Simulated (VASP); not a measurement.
# BeTe in VASP: notebook, part 2 of 2

VASP 6.6.1. The steps go on from the part before.

## 3. Single point, PBE

INCAR reads:

```
SYSTEM = BeTe
  ALGO = Normal
  EDIFF = 1E-6
  ENCUT = 520
  GGA = PE
  ISIF = 2
  ISMEAR = -1
  LASPH = .TRUE.
  LCHARG = .TRUE.
  LELF = .TRUE.
  LREAL = Auto
  LVHAR = .TRUE.
  LWAVE = .FALSE.
  NBANDS = 66
  NELM = 100
  PREC = Accurate
  SIGMA = 0.05
```

KPOINTS reads:

```
k-points
0
G
  2 2 1
  0 0 0
```

POSCAR reads:

```
BeTe
1.0
    7.8347430000      0.0000000000      0.0000000000
    0.0000000000      5.5400000000      0.0000000000
    0.0000000000      0.0000000000     20.7934290000
Be Te
12 12
Direct
    0.0000000000      0.0000000000      0.0480921160
    0.7163093927      0.5162815884      0.1532840014
    0.2304861819      0.5563898917      0.1514372641
    0.5000036376      0.0000000000      0.0480921160
    0.4782926511      0.0936281588      0.2358293093
    0.2319412392      0.6068953069      0.3367746609
    0.7299409821      0.6087545126      0.3402853853
   -0.0277226707      0.0517689531      0.2211275495
   -0.0362998506      0.0749097473      0.4290057210
    0.7404071837      0.5032851986      0.5022548229
    0.2154122988      0.5025270758      0.4947091699
    0.4776927590      0.1088989170      0.4373785584
    0.0055904833      0.3176353791      0.1332392074
    0.2500018188      0.7500000000      0.0480921160
    0.7500054565      0.7500000000      0.0480921160
    0.4719746391      0.2728339350      0.1347925828
    0.4631677134      0.3374909747      0.3408432539
    0.7431386071      0.7891155235      0.2399363761
    0.2351449180      0.8255776173      0.2416051725
   -0.0067775037      0.3326895307      0.3395880497
   -0.0221194237      0.3373285199      0.5477307278
    0.2416033302      0.8444404332      0.4328482811
    0.7254481736      0.8583032491      0.4350653276
    0.4779225049      0.3205234657      0.5358471659
```

Potentials or basis: VASP PAW PBE potentials, release 64 (Be, Te).

The run is started by

```
$ cat potpaw_PBE.64/Be/POTCAR potpaw_PBE.64/Te/POTCAR > POTCAR
$ mpirun -np 1 vasp_std > vasp.out
```

OUTCAR:

```text
SYSTEM = BeTe
   EDIFF = 1E-6
   ENCUT = 520
   GGA = PE
   ISIF = 2
   ISMEAR = -1
   LASPH = .TRUE.
   LREAL = Auto
   NELM = 100
   PREC = Accurate

 ion  position               nearest neighbor table
   1  0.000  0.000  0.048-  15 2.40  14 2.40  13 2.50
   2  0.716  0.516  0.153-  18 2.36  16 2.37  13 2.55  15 2.56
   3  0.230  0.556  0.151-  13 2.24  19 2.40  14 2.41  16 2.48
   4  0.500  0.000  0.048-  16 2.36  14 2.40  15 2.40
   5  0.478  0.094  0.236-  16 2.32  19 2.42  17 2.57  18 2.68
   6  0.232  0.607  0.337-  19 2.32  17 2.35  22 2.39  20 2.41
[... 493 lines left out ...]
  Total       11.3337605      7.8665384      5.6415422      3.4636122     -5.9745272      1.4396618
  in kB       20.1198148     13.9647644     10.0149271      6.1486421    -10.6060456      2.5557034
  external PRESSURE =      14.6998354 kB  Pullay stress =       0.0000000 kB

 VOLUME and BASIS-vectors are now :
 -----------------------------------------------------------------------------
  energy-cutoff  :      520.00
  volume of cell :      902.53
      direct lattice vectors                 reciprocal lattice vectors
     7.834743000  0.000000000  0.000000000     0.127636605  0.000000000  0.000000000
     0.000000000  5.540000000  0.000000000     0.000000000  0.180505415  0.000000000
     0.000000000  0.000000000 20.793429000     0.000000000  0.000000000  0.048092116

 POSITION                                       TOTAL-FORCE (eV/Angst)
 -----------------------------------------------------------------------------------
      0.00000      0.00000      1.00000         0.036654     -0.459894      1.016724
      5.61210      2.86020      3.18730         0.738745      0.268736     -0.867715
      1.80580      3.08240      3.14890         1.167087      0.617227     -0.131510
      3.91740      0.00000      1.00000         0.026402     -0.966040      0.620557
      3.74730      0.51870      4.90370         0.328063     -0.851163      0.937120
      1.81720      3.36220      7.00270        -0.273675     -0.328869      0.420019
[... 16 lines left out ...]
      5.68370      4.75500      9.04650        -0.624815     -1.121753     -0.056404
      3.74440      1.77570     11.14210        -0.162128      0.318291      0.106752
 -----------------------------------------------------------------------------------
    total drift:                               -0.022324      0.008074     -0.008095

  FREE ENERGIE OF THE ION-ELECTRON SYSTEM (eV)
  ---------------------------------------------------
  free  energy   TOTEN  =       -85.8744722526 eV

  energy  without entropy=      -85.8744702621  energy(sigma->0) =      -85.87447126
```

OSZICAR:

```text
N       E                     dE             d eps       ncg     rms          rms(c)
DAV:   1     0.500299956556E+03    0.50030E+03   -0.32299E+04   528   0.111E+03
DAV:   2    -0.285986126338E+02   -0.52890E+03   -0.50269E+03   692   0.179E+02
DAV:   3    -0.852824534213E+02   -0.56684E+02   -0.56049E+02   648   0.627E+01
[... 18 lines left out ...]
DAV:  22    -0.858744590745E+02   -0.19420E-05   -0.13685E-06   456   0.295E-03    0.677E-03
DAV:  23    -0.858744635562E+02   -0.44817E-05   -0.36091E-07   432   0.206E-03    0.558E-03
DAV:  24    -0.858744697873E+02   -0.62311E-05   -0.11666E-06   480   0.264E-03    0.459E-03
DAV:  25    -0.858744720272E+02   -0.22400E-05   -0.39312E-07   456   0.212E-03    0.332E-03
DAV:  26    -0.858744722526E+02   -0.22534E-06   -0.16429E-07   360   0.994E-04
   1 F= -.85874472E+02 E0= -.85874471E+02  d E =-.199048E-05
```

stdout:

```text
POSCAR found type information on POSCAR BeTe
 POSCAR found :  2 types and      24 ions
 scaLAPACK will be used
 LDA part: xc-table for (Slater+PW92), standard interpolation
 POSCAR, INCAR and KPOINTS ok, starting setup
 FFT: planning ... GRIDC
 FFT: planning ... GRID_SOFT
 FFT: planning ... GRID
 WAVECAR not read
 entering main loop
```

It took 8.7 min on 1 thread of Intel Xeon 6975P-C, shared host; peak memory 0.83 GiB.

Results:

```yaml
Free_energy: -85.8745 eV
Largest_force: 2.358 eV/Å
Band_gap_on_the_k_mesh: 1.30 eV, direct
```

Forces in eV/Å, atoms in the order of the input:
```
Be   0.037 -0.460  1.017
Be   0.739  0.269 -0.868
Be   1.167  0.617 -0.132
Be   0.026 -0.966  0.621
Be   0.328 -0.851  0.937
Be  -0.274 -0.329  0.420
Be   0.100 -1.077  0.409
Be   0.705  0.126  1.017
Be   1.710  0.740  0.768
Be  -0.538  0.336  0.131
Be   0.371 -0.305  0.875
Be   0.086 -0.157  0.148
Te  -2.078 -1.113 -0.042
Te  -0.037  0.825 -1.329
Te  -0.300  0.825 -0.783
Te   0.430  0.979  0.260
Te   1.424  0.144 -1.106
Te  -1.073  1.003 -0.334
Te  -0.091  0.132 -0.525
Te  -1.129  0.226 -0.866
Te   0.318 -0.374 -0.562
Te  -1.134  0.215 -0.105
Te  -0.625 -1.122 -0.056
Te  -0.162  0.318  0.107
```

Levels at points of the mesh, in eV from the valence-band top:
```csv
k point,band 44,band 45,band 46,band 47,band 48,band 49,band 50,band 51,band 52,band 53
"(0.00, 0.00, 0.00)",-0.99,-0.83,-0.56,-0.44,0.00,1.30,1.33,1.66,2.05,2.15
"(0.50, 0.00, 0.00)",-1.43,-1.18,-1.14,-1.01,-0.97,1.70,1.76,2.13,2.25,2.55
"(0.00, 0.50, 0.00)",-1.13,-1.07,-0.99,-0.81,-0.73,1.43,1.62,2.57,2.65,2.73
"(0.50, 0.50, 0.00)",-1.14,-1.02,-0.98,-0.94,-0.83,1.62,1.67,2.82,3.06,3.14
```

Caveat: the k points lie up to 0.57 Å⁻¹ apart; spin-orbit coupling is left out, which moves the levels of the heavy elements.

## 4. Single point, PBE

INCAR reads:

```
ALGO = Normal
EDIFF = 1E-6
ENCUT = 520
GGA = PE
ISIF = 2
ISMEAR = -1
LASPH = True
LCHARG = False
LREAL = Auto
LWAVE = False
NBANDS = 66
NELM = 100
PREC = Accurate
SIGMA = 0.05
```

KPOINTS reads:

```
k-points
0
Gamma
  2 2 1
```

POSCAR reads:

```
BeTe
1.0
    7.8347430000      0.0000000000      0.0000000000
    0.0000000000      5.5400000000      0.0000000000
    0.0000000000      0.0000000000     20.7934290000
Be Te
12 12
Direct
    0.0000000000      0.0000000000      0.0480921160
    0.7411985307      0.5500361011      0.1461182761
    0.2350045177      0.5930144404      0.1527886526
    0.5000036376      0.0000000000      0.0480921160
    0.5115930414      0.0757761733      0.2595194857
    0.2050992611      0.5687545126      0.3377894045
    0.7188110701      0.6034476534      0.3495767822
   -0.0059861568      0.0375812274      0.2267879915
    0.0062286663      0.1349638989      0.4320451427
    0.7075407579      0.5609205776      0.5038707180
    0.2160887728      0.5016425993      0.5047796590
    0.4740551158      0.0933935018      0.4435247308
   -0.0265228866      0.2976534296      0.1318445361
    0.2500018188      0.7500000000      0.0480921160
    0.7500054565      0.7500000000      0.0480921160
    0.5058111032      0.2766425993      0.1552365413
    0.4683369959      0.3736462094      0.3399872142
    0.7492268732      0.8034657040      0.2431441202
    0.2370467034      0.8645667870      0.2447744429
   -0.0716934812      0.3256678700      0.3343075353
   -0.0408181864      0.3966245487      0.5427147201
    0.2167269558      0.8617509025      0.4402111840
    0.7454233023      0.8879963899      0.4381961244
    0.4695495436      0.3520036101      0.5469708724
```

The run is started by

```
$ cat potpaw_PBE.64/Be/POTCAR potpaw_PBE.64/Te/POTCAR > POTCAR
$ mpirun -np 1 vasp_std > vasp.out
```

Run time: 9.1 min. Hardware: 1 thread of Intel Xeon 6975P-C, shared host; peak memory 0.83 GiB.

It converged, with:

* Free energy: -84.9598 eV
* Largest force: 2.544 eV/Å
* Band gap on the k mesh: 1.09 eV, direct

Forces on the atoms (eV/Å):
```
Be  -0.065 -0.550  0.852
Be  -0.699 -0.032  0.572
Be   0.335 -1.070  0.055
Be   0.039 -0.305  1.577
Be  -0.254 -0.075 -0.962
Be  -0.812  0.812 -0.084
Be  -0.116  0.876 -0.350
Be  -1.663  1.524  0.094
Be  -1.326  0.556  0.740
Be  -0.070 -0.209  0.401
Be   0.281  0.846 -0.020
Be   0.177  0.681 -0.021
Te   1.611  0.083  0.660
Te   0.108  0.822 -1.268
Te  -0.320  0.962 -1.627
Te  -1.091  0.915 -1.128
Te  -0.122 -0.944  0.966
Te  -0.498 -0.139  0.202
Te   1.516 -1.774  0.772
Te   2.525 -0.175 -0.254
Te  -0.136 -1.236  0.101
Te   1.247 -1.101 -0.555
Te  -0.802 -0.119 -0.234
Te   0.133 -0.346 -0.492
```

Levels at points of the mesh, in eV from the valence-band top:
| k point | band 44 | band 45 | band 46 | band 47 | band 48 | band 49 | band 50 | band 51 | band 52 | band 53 |
| --- | --- | --- | --- | --- | --- | --- | --- | --- | --- | --- |
| (0.00, 0.00, 0.00) | -1.07 | -0.75 | -0.56 | -0.20 | 0.00 | 1.09 | 1.35 | 1.72 | 2.09 | 2.24 |
| (0.50, 0.00, 0.00) | -1.29 | -1.12 | -0.94 | -0.65 | -0.65 | 1.70 | 1.84 | 2.06 | 2.32 | 2.53 |
| (0.00, 0.50, 0.00) | -1.01 | -0.87 | -0.78 | -0.67 | -0.49 | 1.64 | 1.72 | 2.36 | 2.45 | 2.79 |
| (0.50, 0.50, 0.00) | -0.97 | -0.88 | -0.84 | -0.72 | -0.55 | 1.77 | 1.90 | 2.69 | 2.96 | 3.03 |

Caveat: the k points lie up to 0.57 Å⁻¹ apart; spin-orbit coupling is left out, which moves the levels of the heavy elements.
